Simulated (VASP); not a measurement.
## MoS2: single point with revPBE

Crystal: MoS2.

```
Mo S
1.0
     3.16900    0.00000    0.00000
    -1.58450    2.74443    0.00000
     0.00000    0.00000   12.32400
Mo S
2 4
Direct
  0.66667 0.33333 0.75000
  0.33333 0.66667 0.25000
  0.66667 0.33333 0.37700
  0.33333 0.66667 0.87700
  0.66667 0.33333 0.12300
  0.33333 0.66667 0.62300
```

```yaml
Program: VASP 6.6.1
Task: single point
Functional: revPBE
Potentials_or_basis: VASP PAW PBE potentials, release 64 (Mo_sv, S)
Cutoff: 520 eV
k_mesh: 10 × 10 × 3
Occupations: fermi-dirac, width 0.05 eV
Spin: no spin polarisation
Dipole_correction: no
Further_INCAR_settings: ALGO = Normal; EDIFF = 1e-07; NBANDS = 35
```

* Pressure: 3.7 GPa
* Largest force: 0.041 eV/Å
* Band gap on the k mesh: 0.98 eV, indirect (least direct gap 1.87 eV)

Forces on the atoms (eV/Å):
```
Mo   0.000  0.000  0.000
Mo   0.000  0.000  0.000
S    0.000  0.000 -0.041
S    0.000  0.000 -0.041
S    0.000  0.000  0.041
S    0.000  0.000  0.041
```

Stress tensor (GPa, compression positive):
```
3.60 0.00 0.00
0.00 3.60 0.00
0.00 0.00 4.03
```

Levels at points of the mesh, in eV from the valence-band top:
| k point | band 23 | band 24 | band 25 | band 26 | band 27 | band 28 | band 29 | band 30 |
| --- | --- | --- | --- | --- | --- | --- | --- | --- |
| (0.00, 0.00, 0.00) | -2.11 | -1.19 | -1.11 | 0.00 | 2.12 | 2.12 | 2.14 | 2.14 |
| (0.50, 0.00, 0.00) | -1.72 | -1.52 | -1.38 | -1.26 | 1.63 | 1.67 | 2.04 | 2.29 |

It took 52 s on 1 thread of Intel(R) Xeon(R) 6975P-C (Granite Rapids), with other jobs on the host, peak memory 0.26 GiB.

Caveat: the PAW data sets were made with another functional, which shifts forces and pressure a little; this functional lacks dispersion, which binds the layers, so the pressure and a relaxed spacing across them are unreliable. Expect the measured gap to be larger: semilocal functionals such as revPBE lack the derivative discontinuity.
